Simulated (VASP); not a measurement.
# C (P6_3/mmc) in VASP: further runs

C is run at these levels: LDA, PBE; tasks: single point.

Everything below comes from runs of VASP 6.6.1. Logs are shortened: lines on timing, memory, paths and dates and some standing lists are left out, and cuts for length are marked.

### 1 The cell of the first run

Symmetry: P6_3/mmc, No. 194, hexagonal system. The conventional cell has a = 2.483 Å, b = 2.483 Å, c = 4.136 Å, α = 90.00°, β = 90.00°, γ = 120.00°. Within 2.0 Å of C (site symmetry 3m) lie 4 C at 1.53 to 1.55 Å.

### 2 Single point, LDA

INCAR reads:

```
PREC = Accurate ; ENCUT = 520
EDIFF = 1E-6 ; ISMEAR = -1
SIGMA = 0.02 ; LREAL = F
LASPH = T ; NELM = 80
ALGO = Normal ; ISIF = 2
LWAVE = F ; LCHARG = F
NBANDS = 16
```

KPOINTS reads:

```
regular mesh
0
Gamma
  12 12 6
```

POSCAR reads:

```
C
1.0
    2.4832777931      0.0000000000      0.0000000000
   -1.2416388966      2.1505816535      0.0000000000
    0.0000000000      0.0000000000      4.1363419664
C
4
Direct
    0.3333333333      0.6666666667      0.0003343809
    0.6666666667      0.3333333333      0.5003343809
    0.3333333333      0.6666666667      0.3746656191
    0.6666666667      0.3333333333      0.8746656191
```

Potentials or basis: VASP PAW LDA potentials, release 64 (C).

Launch:

```sh
> cat potpaw_LDA.64/C/POTCAR > POTCAR
> mpirun -np 1 vasp_std > vasp.out
```

OUTCAR:

```text
PREC = Accurate
   ENCUT = 520
   EDIFF = 1E-6
   ISMEAR = -1
   LREAL = F
   LASPH = T
   NELM = 80
   ISIF = 2

 ion  position               nearest neighbor table
   1  0.333  0.667  0.000-   4 1.53   4 1.53   4 1.53   3 1.55
   2  0.667  0.333  0.500-   3 1.53   3 1.53   3 1.53   4 1.55
   3  0.333  0.667  0.375-   2 1.53   2 1.53   2 1.53   1 1.55
   4  0.667  0.333  0.875-   1 1.53   1 1.53   1 1.53   2 1.55

  LATTYP: Found a hexagonal cell.
 ALAT       =     2.4832777931
 C/A-ratio  =     1.6656783135

  Lattice vectors:

 A1 = (   2.4832777931,   0.0000000000,   0.0000000000)
 A2 = (  -1.2416388966,   2.1505816535,   0.0000000000)
 A3 = (   0.0000000000,   0.0000000000,   4.1363419664)

Analysis of symmetry for initial positions (statically):
=====================================================================
 Subroutine PRICEL returns:
 Original cell was already a primitive cell.

 Routine SETGRP: Setting up the symmetry group for a
 hexagonal supercell.

 Subroutine GETGRP returns: Found 24 space group operations
 (whereof  6 operations were pure point group operations)
 out of a pool of 24 trial point group operations.

The static configuration has the point symmetry C_3v.
 The point group associated with its full space group is D_6h.

Analysis of symmetry for dynamics (positions and initial velocities):
=====================================================================
 Subroutine PRICEL returns:
 Original cell was already a primitive cell.

 Routine SETGRP: Setting up the symmetry group for a
 hexagonal supercell.

 Subroutine GETGRP returns: Found 24 space group operations
 (whereof  6 operations were pure point group operations)
 out of a pool of 24 trial point group operations.

The dynamic configuration has the point symmetry C_3v.
 The point group associated with its full space group is D_6h.

 Subroutine INISYM returns: Found 24 space group operations
 (whereof  6 operations are pure point group operations),
 and found     1 'primitive' translations

----------------------------------------------------------------------------------------

                                     Primitive cell

  volume of cell :      22.0901

  direct lattice vectors                    reciprocal lattice vectors
     2.483277793  0.000000000  0.000000000     0.402693570  0.232495241  0.000000000
    -1.241638897  2.150581654  0.000000000     0.000000000  0.464990482  0.000000000
     0.000000000  0.000000000  4.136341966     0.000000000  0.000000000  0.241759508

  length of vectors
     2.483277793  2.483277793  4.136341966     0.464990482  0.464990482  0.241759508

  position of ions in fractional coordinates (direct lattice)
     0.333333333  0.666666667  0.000334381
     0.666666667  0.333333333  0.500334381
     0.333333333  0.666666667  0.374665619
     0.666666667  0.333333333  0.874665619

  ion indices of the primitive-cell ions
   primitive index   ion index
                 1           1
                 2           2
                 3           3
                 4           4

----------------------------------------------------------------------------------------

 KPOINTS: regular mesh

Automatic generation of k-mesh.
 Grid dimensions read from file:
 generate k-points for:   12   12    6

 Generating k-lattice:

  Cartesian coordinates                     Fractional coordinates (reciprocal lattice)
     0.033557798  0.019374603  0.000000000     0.083333333  0.000000000  0.000000000
     0.000000000  0.038749207  0.000000000     0.000000000  0.083333333  0.000000000
     0.000000000  0.000000000  0.040293251     0.000000000  0.000000000  0.166666667

  Length of vectors
     0.038749207  0.038749207  0.040293251

  Shift w.r.t. Gamma in fractional coordinates (k-lattice)
     0.000000000  0.000000000  0.000000000

 Subroutine IBZKPT returns following result:
 ===========================================

 Found     76 irreducible k-points:

 Following reciprocal coordinates:
            Coordinates               Weight
  0.000000  0.000000  0.000000      1.000000
  0.083333 -0.000000  0.000000      6.000000
  0.166667  0.000000  0.000000      6.000000
  0.250000  0.000000  0.000000      6.000000
  0.333333  0.000000  0.000000      6.000000
  0.416667  0.000000  0.000000      6.000000
[... 16 lines left out ...]
  0.250000  0.000000  0.166667     12.000000
  0.333333  0.000000  0.166667     12.000000
 [... further k-points ...]
   k-points           NKPTS =     76   k-points in BZ     NKDIM =     76   number of bands    NBANDS=     16
   number of dos      NEDOS =    301   number of ions     NIONS =      4
   total plane-waves  NPLWV =  10368
   dimension x,y,z NGX =    18 NGY =   18 NGZ =   32
   dimension x,y,z NGXF=    36 NGYF=   36 NGZF=   64
   ions per type =               4
   NGX,Y,Z   is equivalent  to a cutoff of  12.05, 12.05, 12.86 a.u.
   NGXF,Y,Z  is equivalent  to a cutoff of  24.10, 24.10, 25.72 a.u.
 SYSTEM =  unknown system
   PREC   = accura    normal or accurate (medium, high low for compatibility)
   ISTART =      0    job   : 0-new  1-cont  2-samecut
   ICHARG =      2    charge: 1-file 2-atom 10-const
   ISPIN  =      1    spin polarized calculation?
   LNONCOLLINEAR =      F non collinear calculations
   LSORBIT =      F    spin-orbit coupling
   LASPH  =      T    aspherical Exc in radial PAW
   ENCUT  =  520.0 eV  38.22 Ry    6.18 a.u.   4.62  4.62  7.69*2*pi/ulx,y,z
   NELM   =     80;   NELMIN=  2; NELMDL= -5     # of ELM steps
   EDIFF  = 0.1E-05   stopping-criterion for ELM
   LREAL  =      F    real-space projection
   EDIFFG = 0.1E-04   stopping-criterion for IOM
   NSW    =      0    number of steps for IOM
   IBRION =     -1    ionic relax: 0-MD 1-quasi-New 2-CG
   NFREE  =      0    steps in history (QN), initial steepest desc. (CG)
   ISIF   =      2    stress and relaxation
   ISYM   =      2    0-nonsym 1-usesym 2-fastsym
   POTIM  = 0.5000    time-step for ionic-motion
   TEBEG  =    0.0;   TEEND  =   0.0 temperature during run
   PSTRESS=    0.0 pullay stress
   NELECT =      16.0000    total number of electrons
   NUPDOWN=      -1.0000    fix difference up-down
   EMIN   =  10.00;   EMAX   =-10.00  energy-range for DOS
   EFERMI =   0.00;   METHOD = LEGACY
   ISMEAR =    -1;   SIGMA  =   0.02  broadening in eV -4-tet -1-fermi 0-gaus
   EFERMI_NEDOS =   21; number of points for ismear=-14 and -15
   IALGO  =     38    algorithm
   IMIX   =      4    mixing-type and parameters
     AMIX     =   0.40;   BMIX     =  1.00
     AMIX_MAG =   1.60;   BMIX_MAG =  1.00
  volume/ion in A,a.u.               =       5.52        37.27
  Fermi-wavevector in a.u.,A,eV,Ry     =   1.470220  2.778313 29.409622  2.161546
  Thomas-Fermi vector in A             =   2.585503
   LORBIT       =      0    0 simple, 1 ext, 2 COOP (PROOUT), +10 PAW based schemes
   GGA     = CA    functional components
   LHFCALC =     F    Hartree Fock is set to
   AEXX    =    0.0000 exact exchange contribution
   IVDW    =     0    specifies the selected vdW correction
   LEPSILON=     F    determine dielectric tensor
   LRPA    =     F    only Hartree local field effects (RPA)
 non-spin polarized calculation
  energy-cutoff  :      520.00
  volume of cell :       22.09
 maximum number of plane-waves:       610
   NGX =  9   NGY =  9   NGZ = 15

 number of electron      15.9999992 magnetization

 Free energy of the ion-electron system (eV)
  ---------------------------------------------------
  ext. energy  EPLUGINS =         0.00000000
  ---------------------------------------------------
  free energy    TOTEN  =       -40.39015540 eV

  energy without entropy =      -40.39015540  energy(sigma->0) =      -40.39015540

 E-fermi :  10.8411     XC(G=0): -13.6234

 val. band max:       10.4236748957   @ k =   0.0000   0.0000   0.0000
 cond. band min:      13.4317649889   @ k =   0.3333   0.3333   0.0000
 fundamental gap:      3.0080900932
 Fermi energy:        10.8411471486

 k-point     1 :       0.0000    0.0000    0.0000
  band No.  band energies     occupation
      1     -11.5806      2.00000
      2      -5.8020      2.00000
      3      -3.5746      2.00000
      4       7.2744      2.00000
      5       7.2744      2.00000
      6       9.9027      2.00000
[... 8 lines left out ...]
     15      25.4670      0.00000
     16      28.0863      0.00000

 k-point     2 :       0.0833   -0.0000    0.0000
  band No.  band energies     occupation
      1     -11.4049      2.00000
      2      -5.6453      2.00000
      3      -3.4073      2.00000
      4       6.4182      2.00000
      5       6.9081      2.00000
      6       9.6433      2.00000
[... 8 lines left out ...]
     15      25.6350      0.00000
     16      27.6230      0.00000

 k-point     3 :       0.1667    0.0000    0.0000
  band No.  band energies     occupation
      1     -10.8796      2.00000
      2      -5.1771      2.00000
      3      -2.9159      2.00000
      4       4.3949      2.00000
      5       6.0754      2.00000
      6       7.9879      2.00000
[... 8 lines left out ...]
     15      25.5249      0.00000
     16      26.1347      0.00000

 k-point     4 :       0.2500    0.0000    0.0000
  band No.  band energies     occupation
      1     -10.0110      2.00000
      2      -4.4020      2.00000
      3      -2.1448      2.00000
      4       1.9752      2.00000
      5       5.1760      2.00000
      6       5.8990      2.00000
[... 8 lines left out ...]
     15      25.2202      0.00000
     16      26.2606      0.00000
[... 324 lines left out ...]
 k-point    22 :       0.1667    0.0000    0.1667
  band No.  band energies     occupation
      1     -10.6899      2.00000
      2      -6.3480      2.00000
      3      -1.4432      2.00000
      4       4.5581      2.00000
      5       6.2334      2.00000
      6       7.4533      2.00000
[... 8 lines left out ...]
     15      25.7601      0.00000
     16      26.0217      0.00000

 k-point    23 :       0.2500    0.0000    0.1667
  band No.  band energies     occupation
      1      -9.8229      2.00000
      2      -5.5370      2.00000
      3      -0.7539      2.00000
      4       2.1697      2.00000
      5       5.3255      2.00000
      6       5.3379      2.00000
[... 8 lines left out ...]
     15      24.4494      0.00000
     16      26.3833      0.00000

 k-point    24 :       0.3333    0.0000    0.1667
  band No.  band energies     occupation
      1      -8.6292      2.00000
      2      -4.4290      2.00000
      3      -0.7585      2.00000
      4       0.6726      2.00000
      5       3.1243      2.00000
      6       4.6023      2.00000
[... 8 lines left out ...]
     15      25.0756      0.00000
     16      27.6585      0.00000

 [... further k-points ...]

------------------------ aborting loop because EDIFF is reached ----------------------------------------

  FORCE on cell =-STRESS in cart. coord.  units (eV):
  Direction    XX          YY          ZZ          XY          YZ          ZX
  --------------------------------------------------------------------------------------
  -------------------------------------------------------------------------------------
  Total        0.2223835      0.2223835      0.2122057     -0.0000000     -0.0000000      0.0000000
  in kB       16.1292982     16.1292982     15.3911083     -0.0000000     -0.0000000      0.0000000
  external PRESSURE =      15.8832349 kB  Pullay stress =       0.0000000 kB

 VOLUME and BASIS-vectors are now :
 -----------------------------------------------------------------------------
  energy-cutoff  :      520.00
  volume of cell :       22.09
      direct lattice vectors                 reciprocal lattice vectors
     2.483277793  0.000000000  0.000000000     0.402693570  0.232495241  0.000000000
    -1.241638897  2.150581654  0.000000000     0.000000000  0.464990482  0.000000000
     0.000000000  0.000000000  4.136341966     0.000000000  0.000000000  0.241759508

 POSITION                                       TOTAL-FORCE (eV/Angst)
 -----------------------------------------------------------------------------------
     -0.00000      1.43372      0.00138         0.000000     -0.000000      0.003734
      1.24164      0.71686      2.06955         0.000000     -0.000000      0.003734
     -0.00000      1.43372      1.54975        -0.000000     -0.000000     -0.003734
      1.24164      0.71686      3.61792         0.000000      0.000000     -0.003734
 -----------------------------------------------------------------------------------
    total drift:                               -0.000000      0.000000      0.000000

  FREE ENERGIE OF THE ION-ELECTRON SYSTEM (eV)
  ---------------------------------------------------
  free  energy   TOTEN  =       -40.3901553952 eV

  energy  without entropy=      -40.3901553952  energy(sigma->0) =      -40.39015540
```

It took 17 s on 1 thread of Intel Xeon 8259CL, shared host; peak memory 0.13 GiB.

What came out:

```yaml
Free_energy: -40.3902 eV
Pressure: 1.6 GPa
Largest_force: 0.004 eV/Å
Band_gap_on_the_k_mesh: 3.01 eV (least direct gap 4.97 eV)
```

Forces in eV/Å, atoms in the order of the input:
```
C    0.000  0.000  0.004
C    0.000  0.000  0.004
C    0.000  0.000 -0.004
C    0.000  0.000 -0.004
```

Levels at points of the mesh, in eV from the valence-band top:
| k point | band 4 | band 5 | band 6 | band 7 | band 8 | band 9 | band 10 | band 11 | band 12 | band 13 |
| --- | --- | --- | --- | --- | --- | --- | --- | --- | --- | --- |
| (0.00, 0.00, 0.00) | -3.15 | -3.15 | -0.52 | 0.00 | 0.00 | 4.97 | 4.97 | 5.35 | 8.64 | 9.62 |
| (0.50, 0.00, 0.00) | -10.11 | -9.47 | -6.62 | -6.16 | -3.21 | 4.53 | 7.93 | 8.32 | 8.45 | 11.48 |
| (0.00, 0.00, 0.50) | -7.14 | -1.89 | -1.89 | -1.89 | -1.89 | 7.29 | 7.29 | 7.29 | 7.29 | 7.89 |
| (0.50, 0.00, 0.50) | -13.21 | -5.22 | -5.22 | -4.92 | -4.92 | 5.93 | 5.93 | 6.63 | 6.63 | 12.62 |

### 3 Single point, PBE

This run uses another cell than the first one, of 5.66 Å³/atom.

INCAR reads:

```
SYSTEM = C
ALGO = Normal
EDIFF = 1E-6
ENCUT = 520
GGA = PE
ISIF = 2
ISMEAR = -1
LASPH = .True.
LCHARG = .False.
LREAL = .False.
LWAVE = .False.
NBANDS = 16
NELM = 80
PREC = Accurate
SIGMA = 0.02
```

KPOINTS reads:

```
k-points
0
Gamma
  12 12 6
  0 0 0
```

POSCAR reads:

```
C
1.0
    2.5031953710      0.0000000000      0.0000000000
   -1.2515976855      2.1678307819      0.0000000000
    0.0000000000      0.0000000000      4.1688692747
C
4
Direct
    0.3333333333      0.6666666667      0.0002313176
    0.6666666667      0.3333333333      0.5002313176
    0.3333333333      0.6666666667      0.3747686824
    0.6666666667      0.3333333333      0.8747686824
```

Potentials or basis: VASP PAW PBE potentials, release 64 (C).

Launch:

```sh
> cat potpaw_PBE.64/C/POTCAR > POTCAR
> mpirun -np 1 vasp_std > vasp.out
```

Run time: 26 s. Hardware: 1 thread of Intel Xeon 8259CL, shared host; peak memory 0.14 GiB.

Results (log left out):

```yaml
Free_energy: -36.2691 eV
Pressure: 4.8 GPa
Largest_force: 0.016 eV/Å
Band_gap_on_the_k_mesh: 3.31 eV (least direct gap 4.99 eV)
```

Forces in eV/Å, atoms in the order of the input:
```
C    0.000  0.000  0.016
C    0.000  0.000  0.016
C    0.000  0.000 -0.016
C    0.000  0.000 -0.016
```

Stress tensor (GPa, compression positive):
```
5.12 0.00 0.00
0.00 5.12 0.00
0.00 0.00 4.29
```

Levels at points of the mesh, in eV from the valence-band top:
| k point | band 4 | band 5 | band 6 | band 7 | band 8 | band 9 | band 10 | band 11 | band 12 | band 13 |
| --- | --- | --- | --- | --- | --- | --- | --- | --- | --- | --- |
| (0.00, 0.00, 0.00) | -3.08 | -3.08 | -0.48 | 0.00 | 0.00 | 4.99 | 4.99 | 5.34 | 8.18 | 9.55 |
| (0.50, 0.00, 0.00) | -10.04 | -9.28 | -6.47 | -5.96 | -3.15 | 4.51 | 8.10 | 8.32 | 8.41 | 10.98 |
| (0.00, 0.00, 0.50) | -7.06 | -1.85 | -1.85 | -1.85 | -1.85 | 7.27 | 7.27 | 7.27 | 7.27 | 7.69 |
| (0.50, 0.00, 0.50) | -13.02 | -5.11 | -5.11 | -4.83 | -4.83 | 5.91 | 5.91 | 6.52 | 6.52 | 12.53 |

Caveat: the cell stands under pressure.

(Part 1 of 2 ends here.)
